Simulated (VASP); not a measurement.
A run of VASP 6.6.1 is set up as follows.

File INCAR:

```
SYSTEM = Y
  PREC = Accurate
  ENCUT = 520
  EDIFF = 1E-6
  ISMEAR = -1
  SIGMA = 0.05
  LREAL = .False.
  LASPH = .True.
  NELM = 100
  ALGO = Normal
  ISIF = 2
  LWAVE = .False.
  LCHARG = .True.
  GGA = CA
  LELF = .True.
  LVHAR = .True.
  NBANDS = 12
```

File KPOINTS:

```
regular mesh
0
Gamma
  17 17 16
  0 0 0
```

Contents of POSCAR:

```
Y
1.0
    2.4882164657      0.0000000000      0.0000000000
   -1.2441082328      2.1548586694      0.0000000000
    0.0000000000      0.0000000000      2.3363430320
Y
1
Direct
    0.0000000000      0.0000000000      0.0000000000
```

Potentials or basis: VASP PAW LDA potentials, release 64 (Y_sv).

Launch:

```sh
$ cat potpaw_LDA.64/Y_sv/POTCAR > POTCAR
$ mpirun -np 1 vasp_std > vasp.out
```

(1) What does it give for the pressure?

Answers

(1) 161.0 GPa.
